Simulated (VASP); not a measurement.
# Pd (P6_3/mmc) in VASP: notebook

The runs below take Pd through single point, relaxation of cell and atoms, with BLYP.

Everything below comes from runs of VASP 6.6.1. Logs are shortened: lines on timing, memory, paths and dates and some standing lists are left out, and cuts for length are marked.

## (1) The cell of the first run

The structure is hexagonal, space group P6_3/mmc (No. 194). The conventional cell has a = 2.835 Å, b = 2.835 Å, c = 9.411 Å, α = 90.00°, β = 90.00°, γ = 120.00°. Within 3.7 Å of Pd (site symmetry -3m) lie 12 Pd at 2.83 to 2.87 Å. Within 3.7 Å of Pd (site symmetry -6m2) lie 12 Pd at 2.83 to 2.87 Å.

This isn't the form of Pd at room conditions, which is fcc.

## (2) Single point, BLYP, collinear spin

INCAR

```
PREC     = Accurate       # precision mode
ENCUT    = 520            # plane-wave cutoff, eV
EDIFF    = 1E-6           # SCF threshold, eV
ISMEAR   = -1             # smearing method
SIGMA    = 0.05           # smearing width, eV
LREAL    = False          # projectors in reciprocal space
LASPH    = True           # aspherical terms in the spheres
NELM     = 150            # most SCF steps
ALGO     = Normal         # electronic algorithm
ISIF     = 2              # what is computed and relaxed
LWAVE    = False          # write WAVECAR
LCHARG   = False          # write CHGCAR
ISPIN    = 2              # spin polarisation
MAGMOM   = 0.5 0.5 -0.5 -0.5 # initial moments
LORBIT   = 11             # projections on sites
LMAXMIX  = 4              # l up to which the mixer works
GGA      = B5             # functional
ALDAX    = 1.0          
AGGAX    = 1.0          
AGGAC    = 1.0          
ALDAC    = 0.0          
NBANDS   = 32             # bands
```

KPOINTS

```
Automatic mesh
0
Gamma
  17 17 5
```

POSCAR

```
Pd
1.0
    2.8346543999      0.0000000000      0.0000000000
   -1.4173272000      2.4548827213      0.0000000000
    0.0000000000      0.0000000000      9.4110973198
Pd
4
Direct
    0.0000000000      0.0000000000      1.0000000000
    0.0000000000      0.0000000000      0.5000000000
    0.3333333333      0.6666666667      0.2500000000
    0.6666666667      0.3333333333      0.7500000000
```

Potentials or basis: VASP PAW PBE potentials, release 64 (Pd).

Run with:

```console
$ cat potpaw_PBE.64/Pd/POTCAR > POTCAR
$ mpirun -np 1 vasp_std > vasp.out
```

OUTCAR:

```text
PREC = Accurate
   ENCUT = 520
   EDIFF = 1E-6
   ISMEAR = -1
   LREAL = False
   LASPH = True
   NELM = 150
   ISIF = 2
   ISPIN = 2
   LORBIT = 11
   GGA = B5

 ion  position               nearest neighbor table
   1  0.000  0.000  0.000-   3 2.87   4 2.87   4 2.87   3 2.87   4 2.87   3 2.87
   2  0.000  0.000  0.500-   3 2.87   4 2.87   4 2.87   3 2.87   4 2.87   3 2.87
   3  0.333  0.667  0.250-   1 2.87   2 2.87   1 2.87   2 2.87   1 2.87   2 2.87
   4  0.667  0.333  0.750-   1 2.87   2 2.87   1 2.87   2 2.87   1 2.87   2 2.87

  LATTYP: Found a hexagonal cell.
 ALAT       =     2.8346543999
 C/A-ratio  =     3.3200157734

  Lattice vectors:

 A1 = (   2.8346543999,   0.0000000000,   0.0000000000)
 A2 = (  -1.4173272000,   2.4548827213,   0.0000000000)
 A3 = (   0.0000000000,   0.0000000000,   9.4110973198)

Analysis of symmetry for initial positions (statically):
=====================================================================
 Subroutine PRICEL returns:
 Original cell was already a primitive cell.

 Routine SETGRP: Setting up the symmetry group for a
 hexagonal supercell.

 Subroutine GETGRP returns: Found 24 space group operations
 (whereof 12 operations were pure point group operations)
 out of a pool of 24 trial point group operations.

The static configuration has the point symmetry D_3d.
 The point group associated with its full space group is D_6h.

Analysis of symmetry for dynamics (positions and initial velocities):
=====================================================================
 Subroutine PRICEL returns:
 Original cell was already a primitive cell.

 Routine SETGRP: Setting up the symmetry group for a
 hexagonal supercell.

 Subroutine GETGRP returns: Found 24 space group operations
 (whereof 12 operations were pure point group operations)
 out of a pool of 24 trial point group operations.

The dynamic configuration has the point symmetry D_3d.
 The point group associated with its full space group is D_6h.

Analysis of structural, dynamic, and magnetic symmetry:
=====================================================================
 Subroutine PRICEL returns:
 Original cell was already a primitive cell.

 Routine SETGRP: Setting up the symmetry group for a
 hexagonal supercell.

 Subroutine GETGRP returns: Found 24 space group operations
 (whereof 12 operations were pure point group operations)
 out of a pool of 24 trial point group operations.

The overall configuration has the point symmetry D_3d.
 The point group associated with its full space group is D_6h.

 Subroutine INISYM returns: Found 24 space group operations
 (whereof 12 operations are pure point group operations),
 and found     1 'primitive' translations

----------------------------------------------------------------------------------------

                                     Primitive cell

  volume of cell :      65.4894

  direct lattice vectors                    reciprocal lattice vectors
     2.834654400  0.000000000  0.000000000     0.352776691  0.203675718  0.000000000
    -1.417327200  2.454882721  0.000000000     0.000000000  0.407351435  0.000000000
     0.000000000  0.000000000  9.411097320     0.000000000  0.000000000  0.106257535

  length of vectors
     2.834654400  2.834654400  9.411097320     0.407351435  0.407351435  0.106257535

  position of ions in fractional coordinates (direct lattice)
     0.000000000  0.000000000  0.000000000
     0.000000000  0.000000000  0.500000000
     0.333333333  0.666666667  0.250000000
     0.666666667  0.333333333  0.750000000

  ion indices of the primitive-cell ions
   primitive index   ion index
                 1           1
                 2           2
                 3           3
                 4           4

----------------------------------------------------------------------------------------

 KPOINTS: Automatic mesh

Automatic generation of k-mesh.
 Grid dimensions read from file:
 generate k-points for:   17   17    5

 Generating k-lattice:

  Cartesian coordinates                     Fractional coordinates (reciprocal lattice)
     0.020751570  0.011980925  0.000000000     0.058823529  0.000000000  0.000000000
     0.000000000  0.023961849  0.000000000     0.000000000  0.058823529  0.000000000
     0.000000000  0.000000000  0.021251507     0.000000000  0.000000000  0.200000000

  Length of vectors
     0.023961849  0.023961849  0.021251507

  Shift w.r.t. Gamma in fractional coordinates (k-lattice)
     0.000000000  0.000000000  0.000000000

 Subroutine IBZKPT returns following result:
 ===========================================

 Found     99 irreducible k-points:

 Following reciprocal coordinates:
            Coordinates               Weight
  0.000000  0.000000  0.000000      1.000000
  0.058824 -0.000000  0.000000      6.000000
  0.117647 -0.000000  0.000000      6.000000
  0.176471 -0.000000  0.000000      6.000000
  0.235294 -0.000000  0.000000      6.000000
  0.294118 -0.000000  0.000000      6.000000
[... 16 lines left out ...]
  0.411765  0.117647  0.000000     12.000000
  0.176471  0.176471  0.000000      6.000000
 [... further k-points ...]
   k-points           NKPTS =     99   k-points in BZ     NKDIM =     99   number of bands    NBANDS=     32
   number of dos      NEDOS =    301   number of ions     NIONS =      4
   total plane-waves  NPLWV =  40320
   dimension x,y,z NGX =    24 NGY =   24 NGZ =   70
   dimension x,y,z NGXF=    48 NGYF=   48 NGZF=  140
   ions per type =               4
   NGX,Y,Z   is equivalent  to a cutoff of  14.08, 14.08, 12.37 a.u.
   NGXF,Y,Z  is equivalent  to a cutoff of  28.15, 28.15, 24.73 a.u.
 SYSTEM =  unknown system
   PREC   = accura    normal or accurate (medium, high low for compatibility)
   ISTART =      0    job   : 0-new  1-cont  2-samecut
   ICHARG =      2    charge: 1-file 2-atom 10-const
   ISPIN  =      2    spin polarized calculation?
   LNONCOLLINEAR =      F non collinear calculations
   LSORBIT =      F    spin-orbit coupling
   LASPH  =      T    aspherical Exc in radial PAW
   ENCUT  =  520.0 eV  38.22 Ry    6.18 a.u.   5.27  5.27 17.50*2*pi/ulx,y,z
   NELM   =    150;   NELMIN=  2; NELMDL= -5     # of ELM steps
   EDIFF  = 0.1E-05   stopping-criterion for ELM
   LREAL  =      F    real-space projection
[... 7 lines left out ...]
   TEBEG  =    0.0;   TEEND  =   0.0 temperature during run
   PSTRESS=    0.0 pullay stress
   NELECT =      40.0000    total number of electrons
   NUPDOWN=      -1.0000    fix difference up-down
   EMIN   =  10.00;   EMAX   =-10.00  energy-range for DOS
   EFERMI =   0.00;   METHOD = LEGACY
   ISMEAR =    -1;   SIGMA  =   0.05  broadening in eV -4-tet -1-fermi 0-gaus
   EFERMI_NEDOS =   21; number of points for ismear=-14 and -15
   IALGO  =     38    algorithm
   IMIX   =      4    mixing-type and parameters
     AMIX     =   0.40;   BMIX     =  1.00
     AMIX_MAG =   1.60;   BMIX_MAG =  1.00
  volume/ion in A,a.u.               =      16.37       110.49
  Fermi-wavevector in a.u.,A,eV,Ry     =   1.389007  2.624843 26.250272  1.929341
  Thomas-Fermi vector in A             =   2.513079
   LORBIT       =     11    0 simple, 1 ext, 2 COOP (PROOUT), +10 PAW based schemes
   GGA     = B5    functional components
   LHFCALC =     F    Hartree Fock is set to
   AEXX    =    0.0000 exact exchange contribution
   IVDW    =     0    specifies the selected vdW correction
   LEPSILON=     F    determine dielectric tensor
   LRPA    =     F    only Hartree local field effects (RPA)
 spin polarized calculation
  energy-cutoff  :      520.00
  volume of cell :       65.49
 maximum number of plane-waves:      1781
 NGX is ok and might be reduce to    24
   NGX = 11   NGY = 11   NGZ = 35

 number of electron      39.9999987 magnetization      -0.0045889

 number of electron      39.9999987 magnetization       0.0014440

 Free energy of the ion-electron system (eV)
  ---------------------------------------------------
  ext. energy  EPLUGINS =         0.00000000
  ---------------------------------------------------
  free energy    TOTEN  =       -17.50324265 eV

  energy without entropy =      -17.40885342  energy(sigma->0) =      -17.45604803

 E-fermi :   8.6248     XC(G=0): -11.9248

 val. band max:        8.6223596535   @ k =   0.2941  -0.0000   0.0000
 cond. band min:       8.6255177188   @ k =   0.2353   0.2353   0.0000
 fundamental gap:      0.0031580653
 Fermi energy:         8.6248208178

 spin component 1

 k-point     1 :       0.0000    0.0000    0.0000
  band No.  band energies     occupation
      1       2.4000      1.00000
      2       3.9067      1.00000
      3       3.9137      1.00000
      4       4.1094      1.00000
      5       6.1283      1.00000
      6       6.1913      1.00000
[... 24 lines left out ...]
     31      27.6506      0.00000
     32      28.1608      0.00000
[... 774 lines left out ...]
      2       4.8763      1.00000
      3       4.9254      1.00000
      4       5.2004      1.00000
      5       5.3267      1.00000
      6       5.3600      1.00000
[... 24 lines left out ...]
     31      22.8746      0.00000
     32      23.7212      0.00000

 [... further k-points ...]

 spin component 2

 k-point     1 :       0.0000    0.0000    0.0000
  band No.  band energies     occupation
      1       2.4000      1.00000
      2       3.9068      1.00000
      3       3.9136      1.00000
      4       4.1096      1.00000
      5       6.1286      1.00000
      6       6.1916      1.00000
[... 24 lines left out ...]
     31      27.6504      0.00000
     32      28.1606      0.00000
[... 774 lines left out ...]
      2       4.8765      1.00000
      3       4.9255      1.00000
      4       5.2006      1.00000
      5       5.3269      1.00000
      6       5.3601      1.00000
[... 24 lines left out ...]
     31      22.8746      0.00000
     32      23.7212      0.00000

 [... further k-points ...]

------------------------ aborting loop because EDIFF is reached ----------------------------------------

  FORCE on cell =-STRESS in cart. coord.  units (eV):
  Direction    XX          YY          ZZ          XY          YZ          ZX
  --------------------------------------------------------------------------------------
  -------------------------------------------------------------------------------------
  Total        0.1856125      0.1856125     -0.0610768     -0.0000000      0.0000000      0.0000000
  in kB        4.5409503      4.5409503     -1.4942229     -0.0000000      0.0000000      0.0000000
  external PRESSURE =       2.5292259 kB  Pullay stress =       0.0000000 kB

 VOLUME and BASIS-vectors are now :
 -----------------------------------------------------------------------------
  energy-cutoff  :      520.00
  volume of cell :       65.49
      direct lattice vectors                 reciprocal lattice vectors
     2.834654400  0.000000000  0.000000000     0.352776691  0.203675718  0.000000000
    -1.417327200  2.454882721  0.000000000     0.000000000  0.407351435  0.000000000
     0.000000000  0.000000000  9.411097320     0.000000000  0.000000000  0.106257535

 POSITION                                       TOTAL-FORCE (eV/Angst)
 -----------------------------------------------------------------------------------
      0.00000      0.00000      0.00000        -0.000000      0.000000     -0.000000
      0.00000      0.00000      4.70555        -0.000000      0.000000     -0.000000
     -0.00000      1.63659      2.35277         0.000000     -0.000000      0.000000
      1.41733      0.81829      7.05832         0.000000     -0.000000     -0.000000
 -----------------------------------------------------------------------------------
    total drift:                               -0.000000      0.000000      0.000000

  FREE ENERGIE OF THE ION-ELECTRON SYSTEM (eV)
  ---------------------------------------------------
  free  energy   TOTEN  =       -17.5032426543 eV

  energy  without entropy=      -17.4088534151  energy(sigma->0) =      -17.45604803

 total charge

# of ion       s       p       d       tot
------------------------------------------
    1        0.429   0.362   8.496   9.288
    2        0.429   0.362   8.496   9.288
    3        0.430   0.364   8.492   9.285
    4        0.430   0.364   8.492   9.285
--------------------------------------------------
tot          1.717   1.451  33.977  37.146

 magnetization (x)

# of ion       s       p       d       tot
------------------------------------------
    1       -0.000  -0.000   0.000   0.000
    2       -0.000  -0.000   0.000   0.000
    3        0.000  -0.000   0.001   0.001
    4        0.000  -0.000   0.001   0.001
--------------------------------------------------
tot         -0.000  -0.000   0.002   0.002
```

It took 4.3 min on 1 thread of Intel Xeon Platinum 8375C at 2.90GHz (Ice Lake), shared host; peak memory 0.41 GiB.

What came out:

```
Free energy                                           : -17.5032 eV
Pressure                                              : 0.3 GPa
Band gap on the k mesh                                : zero (filled and empty bands overlap)
Net moment                                            : 0.00 μB per cell
Valence electrons inside the program's atomic spheres : Pd 9.29
```

Levels at points of the mesh, in eV from the Fermi level:
Spin up:
| k point | band 16 | band 17 | band 18 | band 19 | band 20 | band 21 | band 22 | band 23 | band 24 | band 25 |
| --- | --- | --- | --- | --- | --- | --- | --- | --- | --- | --- |
| (0.00, 0.00, 0.00) | -1.28 | -1.28 | -0.89 | -0.89 | -0.61 | -0.61 | -0.13 | -0.13 | 1.35 | 6.32 |
Spin down:
```csv
k point,band 17,band 18,band 19,band 20,band 21,band 22,band 23,band 24
"(0.00, 0.00, 0.00)",-1.28,-0.89,-0.89,-0.61,-0.61,-0.13,-0.13,1.35
```

Caveat: the PAW data sets were made with another functional, which shifts forces and pressure a little.

## (3) Relaxation of cell and atoms, BLYP, collinear spin

This run uses another cell than the first one, of 14.71 Å³/atom.

INCAR

```
SYSTEM = Pd
  AGGAC = 1.0
  AGGAX = 1.0
  ALDAC = 0.0
  ALDAX = 1.0
  ALGO = Normal
  EDIFF = 1E-6
  EDIFFG = -0.01
  ENCUT = 600
  GGA = B5
  IBRION = 2
  ISIF = 3
  ISMEAR = -1
  ISPIN = 2
  LASPH = .True.
  LCHARG = .False.
  LMAXMIX = 4
  LORBIT = 11
  LREAL = .False.
  LWAVE = .False.
  MAGMOM = 0.5 0.5 -0.5 -0.5
  NELM = 150
  NSW = 80
  PREC = Accurate
  SIGMA = 0.05
```

KPOINTS

```
k-points
0
Gamma
  13 13 4
  0 0 0
```

POSCAR

```
Pd
1.0
    2.7505001182      0.0000000000      0.0000000000
   -1.3752500591      2.3820029755      0.0000000000
    0.0000000000      0.0000000000      8.9831333861
Pd
4
Direct
    0.0000000000      0.0000000000      0.0000000000
    0.0000000000      0.0000000000      0.5000000000
    0.3333333333      0.6666666667      0.2500000000
    0.6666666667      0.3333333333      0.7500000000
```

Potentials or basis: VASP PAW PBE potentials, release 64 (Pd).

Run with:

```console
$ cat potpaw_PBE.64/Pd/POTCAR > POTCAR
$ mpirun -np 1 vasp_std > vasp.out
```

Wall time 25 min (1 thread of Oxide Virtual Turin-like, shared host); peak memory 0.3 GiB.

It converged, with:

* Free energy: -17.5132 eV
* Relaxed volume: 16.40 Å³/atom
* Relaxed cell: a = 2.837 Å, b = 2.837 Å, c = 9.415 Å, α = 90.00°, β = 90.00°, γ = 120.00°
* Space group after relaxing (to 0.1 Å): P6_3/mmc (No. 194)
* Energy gained by relaxing: 92.9 meV/atom
* Ionic steps: 12
* Pressure after relaxing: 0.0 GPa
* Net moment: 0.06 μB per cell
* Valence electrons inside the program's atomic spheres: Pd 9.29, 9.28 (each value once)

Step by step:
| step | energy change (eV) | largest force (eV/Å) | pressure (GPa) | volume (Å³) |
| --- | --- | --- | --- | --- |
| 1 | 0.0000 | 0.0000 | 19.62 | 58.85 |
| 2 | 0.0878 | 0.0000 | -12.56 | 75.58 |
| 3 | -0.3693 | 0.0000 | -0.47 | 65.85 |
| 4 | -0.3696 | 0.0000 | -0.12 | 65.67 |
| 5 | -0.3696 | 0.0000 | 0.16 | 65.52 |
| 6 | -0.3707 | 0.0000 | 0.18 | 65.52 |
| 7 | -0.3714 | 0.0000 | 0.21 | 65.51 |
| 8 | -0.3714 | 0.0000 | 0.22 | 65.51 |
| 9 | -0.3714 | 0.0000 | 0.23 | 65.50 |
| 10 | -0.3714 | 0.0000 | 0.22 | 65.50 |
| 11 | -0.3713 | 0.0000 | -0.29 | 65.76 |
| 12 | -0.3715 | 0.0000 | -0.02 | 65.62 |

Final structure:
```xyz
4
Lattice="2.8369 0.0000 0.0000 -1.4185 2.4569 0.0000 0.0000 0.0000 9.4147" Properties=species:S:1:pos:R:3 pbc="T T T"
Pd    0.0000    0.0000    0.0000
Pd    0.0000    0.0000    4.7073
Pd    0.0000    1.6379    2.3537
Pd    1.4185    0.8190    7.0610
```

Levels at points of the mesh, in eV from the Fermi level:
Spin up:
```tsv
k point	band 16	band 17	band 18	band 19	band 20	band 21	band 22	band 23	band 24
(0.00, 0.00, 0.00)	-1.29	-1.29	-0.90	-0.90	-0.62	-0.62	-0.14	-0.14	1.34
(0.00, 0.00, 0.50)	-1.11	-1.11	-1.11	-0.53	-0.53	-0.34	-0.34	-0.34	-0.34
```
Spin down:
```
           k point  band 16  band 17  band 18  band 19  band 20  band 21  band 22  band 23  band 24
(0.00, 0.00, 0.00)    -1.28    -1.28    -0.89    -0.89    -0.61    -0.61    -0.13    -0.13     1.34
(0.00, 0.00, 0.50)    -1.10    -1.10    -1.10    -0.53    -0.53    -0.33    -0.33    -0.33    -0.33
```

Caveat: the highest band is partly filled, so the run has too few bands; the PAW data sets were made with another functional, which shifts forces and pressure a little.
